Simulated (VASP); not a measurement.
# Sn2HSe4 in VASP: a series of runs, part 2 of 2

VASP 6.6.1.

## Step 3: Single point, PBE+D3(BJ)

This run uses another cell than the first one.

The input, INCAR:

```
ALGO = Normal
DIPOL = 0.5 0.5 0.477
EDIFF = 1E-6
ENCUT = 520
GGA = PE
IDIPOL = 3
ISIF = 2
ISMEAR = 0
IVDW = 12
LASPH = T
LCHARG = F
LDIPOL = T
LREAL = F
LWAVE = F
NBANDS = 66
NELM = 80
PREC = Accurate
SIGMA = 0.05
```

The input, KPOINTS:

```
k-points
0
Gamma
  3 3 1
```

The input, POSCAR:

```
Sn2HSe4
1.0
    7.6780971922      0.0000000000      0.0000000000
   -3.8390485961      6.6494272212      0.0000000000
    0.0000000000      0.0000000000     21.4603039997
Se Sn H
8 4 2
Direct
    0.3333333333      0.1666666667      0.3727812989
    0.3333333333      0.6666666667      0.3727812989
    0.8333333333      0.1666666667      0.3727812989
    0.8333333333      0.6666666667      0.3727812989
    0.1669810563      0.3337073922      0.5213607481
    0.1659558842      0.8334601997      0.5213214994
    0.6666303064      0.3333393230      0.5213467495
    0.6673097934      0.8336773813      0.5213850890
    0.0001309908      0.0002693645      0.4470812584
    0.0000010470      0.5000575966      0.4470404096
    0.4998853993     -0.0001581025      0.4471234467
    0.5001918876      0.5001794743      0.4470052105
    0.3958601260      0.7288329589      0.6487011460
    0.3026173693      0.6602084635      0.6667338703
```

Potentials or basis: VASP PAW PBE potentials, release 64 (Se, Sn_d, H).

Started as:

```console
> cat potpaw_PBE.64/Se/POTCAR potpaw_PBE.64/Sn_d/POTCAR potpaw_PBE.64/H/POTCAR > POTCAR
> mpirun -np 1 vasp_std > vasp.out
```

OUTCAR:

```text
EDIFF = 1E-6
   ENCUT = 520
   GGA = PE
   ISIF = 2
   ISMEAR = 0
   IVDW = 12
   LASPH = T
   LREAL = F
   NELM = 80
   PREC = Accurate
 IVDW          = 12

 ion  position               nearest neighbor table
   1  0.333  0.167  0.373-   9 2.73  12 2.73  11 2.73
   2  0.333  0.667  0.373-  12 2.73  10 2.73  11 2.73
   3  0.833  0.167  0.373-   9 2.73  10 2.73  11 2.73
   4  0.833  0.667  0.373-  12 2.73  10 2.73   9 2.73
   5  0.167  0.334  0.521-  12 2.73  10 2.73   9 2.73
   6  0.166  0.833  0.521-   9 2.73  10 2.73  11 2.73
   7  0.667  0.333  0.521-  11 2.73  12 2.73  10 2.73
   8  0.667  0.834  0.521-   9 2.73  11 2.73  12 2.73
   9  0.000  0.000  0.447-   6 2.73   8 2.73   3 2.73   1 2.73   5 2.73   4 2.73
  10  0.000  0.500  0.447-   4 2.73   2 2.73   3 2.73   6 2.73   5 2.73   7 2.73
  11  0.500  1.000  0.447-   2 2.73   7 2.73   1 2.73   8 2.73   3 2.73   6 2.73
  12  0.500  0.500  0.447-   4 2.73   2 2.73   1 2.73   5 2.73   7 2.73   8 2.73
  13  0.396  0.729  0.649-  14 0.75
  14  0.303  0.660  0.667-  13 0.75

  LATTYP: Found a hexagonal cell.
 ALAT       =     7.6780971922
 C/A-ratio  =     2.7950029106

  Lattice vectors:

 A1 = (   7.6780971922,   0.0000000000,   0.0000000000)
 A2 = (  -3.8390485961,   6.6494272212,   0.0000000000)
 A3 = (   0.0000000000,   0.0000000000,  21.4603039997)

Analysis of symmetry for initial positions (statically):
=====================================================================
 Subroutine PRICEL returns:
 Original cell was already a primitive cell.

 Routine SETGRP: Setting up the symmetry group for a
 hexagonal supercell.

 Subroutine GETGRP returns: Found  1 space group operations
 (whereof  1 operations were pure point group operations)
 out of a pool of 24 trial point group operations.

The static configuration has the point symmetry C_1 .

[... 157 lines left out ...]
 number of electron     106.0000000 magnetization

 dipolmoment           0.000000      0.000000     -0.002447 electrons x Angstroem

 Free energy of the ion-electron system (eV)
  ---------------------------------------------------
  ext. energy  EPLUGINS =         0.00000000
  ---------------------------------------------------
  free energy    TOTEN  =       -54.16295342 eV

  energy without entropy =      -54.16295342  energy(sigma->0) =      -54.16295342

 E-fermi :  -2.8734     XC(G=0):  -3.3235

 val. band max:       -3.1355975223   @ k =  -0.3333   0.3333   0.0000
 cond. band min:      -2.3475326272   @ k =   0.0000   0.0000   0.0000
 fundamental gap:      0.7880648951
 Fermi energy:        -2.8733594827

 k-point     1 :       0.0000    0.0000    0.0000
  band No.  band energies     occupation
      1     -24.3214      2.00000
      2     -24.3199      2.00000
      3     -24.3191      2.00000
      4     -24.2741      2.00000
      5     -24.2740      2.00000
      6     -24.2531      2.00000
[... 329 lines left out ...]
     64       2.1055      0.00000
     65       2.1268      0.00000
 [bands above 65 left out]

------------------------ aborting loop because EDIFF is reached ----------------------------------------

 vacuum level on the upper side and lower side of the slab       (xc-potential included)        -0.084        -0.061

 Edisp (eV)   -3.06924

 E8    (eV) :    -1.4201

  FORCE on cell =-STRESS in cart. coord.  units (eV):
  Direction    XX          YY          ZZ          XY          YZ          ZX
  --------------------------------------------------------------------------------------
  -------------------------------------------------------------------------------------
  Total      -0.60196    -0.62234     0.16003     0.01229    -0.04924     0.00976
  in kB      -0.88024    -0.91005     0.23401     0.01797    -0.07200     0.01427
  external pressure =       -0.52 kB  Pullay stress =        0.00 kB

 VOLUME and BASIS-vectors are now :
 -----------------------------------------------------------------------------
  energy-cutoff  :      520.00
  volume of cell :     1095.65
      direct lattice vectors                 reciprocal lattice vectors
     7.678097192  0.000000000  0.000000000     0.130240602  0.075194447  0.000000000
    -3.839048596  6.649427221  0.000000000     0.000000000  0.150388893  0.000000000
     0.000000000  0.000000000 21.460304000     0.000000000  0.000000000  0.046597662

 POSITION                                       TOTAL-FORCE (eV/Angst)
 -----------------------------------------------------------------------------------
      1.91952      1.10824      8.00000         0.006887      0.002489     -0.022856
     -0.00000      4.43295      8.00000         0.001962      0.006659     -0.018790
      5.75857      1.10824      8.00000        -0.005702     -0.002413     -0.017738
      3.83905      4.43295      8.00000        -0.004151      0.001470     -0.024914
      0.00098      2.21896     11.18856        -0.003257     -0.000817      0.017725
     -1.92547      5.54203     11.18772         0.015395      0.000818      0.020343
      3.83875      2.21652     11.18826         0.001129     -0.002633      0.022197
      1.92314      5.54348     11.18908        -0.016602     -0.005223      0.016786
     -0.00003      0.00179      9.59450         0.011057      0.011889     -0.007636
     -1.91974      3.32510      9.59362        -0.001228     -0.004558      0.009883
     -0.00027      6.64838      9.59541        -0.008707      0.010808     -0.000348
      1.92031      3.32591      9.59287        -0.000690     -0.013908      0.007166
      0.24143      4.84632     13.92132         0.018878      0.011906     -0.017094
     -0.21105      4.39001     14.30831        -0.014971     -0.016488      0.015275
 -----------------------------------------------------------------------------------
    total drift:                               -0.000026      0.000094     -0.001313

  FREE ENERGIE OF THE ION-ELECTRON SYSTEM (eV)
  ---------------------------------------------------
  free  energy   TOTEN  =       -57.2321921712 eV

  energy  without entropy=      -57.2321921712  energy(sigma->0) =      -57.23219217

 vacuum level on the upper side and lower side of the slab         2.795         2.818
```

OSZICAR:

```text
N       E                     dE             d eps       ncg     rms          rms(c)
DAV:   1     0.875053879469E+03    0.87505E+03   -0.42594E+04   780   0.130E+03
DAV:   2     0.678365112783E+02   -0.80722E+03   -0.79203E+03   846   0.281E+02
DAV:   3    -0.505612306597E+02   -0.11840E+03   -0.11771E+03   822   0.130E+02
[... 17 lines left out ...]
DAV:  21    -0.541629454905E+02   -0.34626E-05   -0.57217E-08   480   0.112E-03    0.264E-04
DAV:  22    -0.541629504115E+02   -0.49210E-05   -0.13699E-07   444   0.126E-03    0.240E-04
DAV:  23    -0.541629519046E+02   -0.14931E-05   -0.27069E-08   480   0.111E-03    0.205E-04
DAV:  24    -0.541629529830E+02   -0.10784E-05   -0.14121E-08   456   0.522E-04    0.936E-05
DAV:  25    -0.541629534163E+02   -0.43334E-06   -0.97714E-10   456   0.586E-04
   1 F= -.57232192E+02 E0= -.57232192E+02  d E =-.195740E-13
```

It took 13 min on 1 thread of Intel Xeon Platinum 8488C (Sapphire Rapids), shared host; peak memory 1.2 GiB.

What came out:

```yaml
Free_energy: -57.2322 eV
Largest_force: 0.028 eV/Å
Band_gap_on_the_k_mesh: 0.79 eV (least direct gap 0.86 eV)
Dispersion_energy_per_atom: -0.219 eV
```

Forces in eV/Å, atoms in the order of the input:
```
Se   0.007  0.002 -0.023
Se   0.002  0.007 -0.019
Se  -0.006 -0.002 -0.018
Se  -0.004  0.001 -0.025
Se  -0.003 -0.001  0.018
Se   0.015  0.001  0.020
Se   0.001 -0.003  0.022
Se  -0.017 -0.005  0.017
Sn   0.011  0.012 -0.008
Sn  -0.001 -0.005  0.010
Sn  -0.009  0.011  0.000
Sn  -0.001 -0.014  0.007
H    0.019  0.012 -0.017
H   -0.015 -0.016  0.015
```

Caveat: spin-orbit coupling is left out, which moves the levels of the heavy elements.
